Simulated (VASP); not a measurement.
The system is ZnCu.

```
CELL_PARAMETERS angstrom
2.96318 0.00000 0.00000
0.00000 2.96318 0.00000
0.00000 0.00000 2.96318
ATOMIC_POSITIONS crystal
Zn 0.50000 0.50000 0.50000
Cu 0.00000 0.00000 0.00000
```

| Item | Value |
| --- | --- |
| Program | VASP 6.6.1 |
| Task | relaxation of cell and atoms |
| Functional | LDA |
| Potentials or basis | VASP PAW LDA potentials, release 64 (Zn, Cu) |
| Cutoff | 600 eV |
| k mesh | 14 × 14 × 14 |
| Occupations | gaussian, width 0.1 eV |
| Spin | no spin polarisation |

At the start: pressure -11.1 GPa; volume 13.01 Å³/atom.

Q: Where does the relaxation end?

A: Over 10 steps the energy falls by 42.2 meV/atom and the volume is 11.91 Å³/atom (-8.5 %); space group Pm-3m (No. 221, to 0.05 Å).

Step by step:
```
step  energy change (eV)  largest force (eV/Å)  pressure (GPa)  volume (Å³)
   1              0.0000                0.0000          -11.10        26.02
   2             -0.0627                0.0000            6.96        22.77
   3             -0.0844                0.0000            0.24        23.78
   4             -0.0844                0.0000           -0.29        23.82
   5             -0.0844                0.0000           -0.32        23.82
   6             -0.0844                0.0000           -0.27        23.81
   7             -0.0844                0.0000           -0.25        23.81
   8             -0.0844                0.0000           -0.21        23.81
   9             -0.0844                0.0000           -0.14        23.81
  10             -0.0844                0.0000            0.05        23.81
```

Final structure:
```
Zn Cu
1.0
     2.87698    0.00000    0.00000
     0.00000    2.87698    0.00000
     0.00000    0.00000    2.87698
Zn Cu
1 1
Direct
  0.50000 0.50000 0.50000
  0.00000 0.00000 0.00000
```
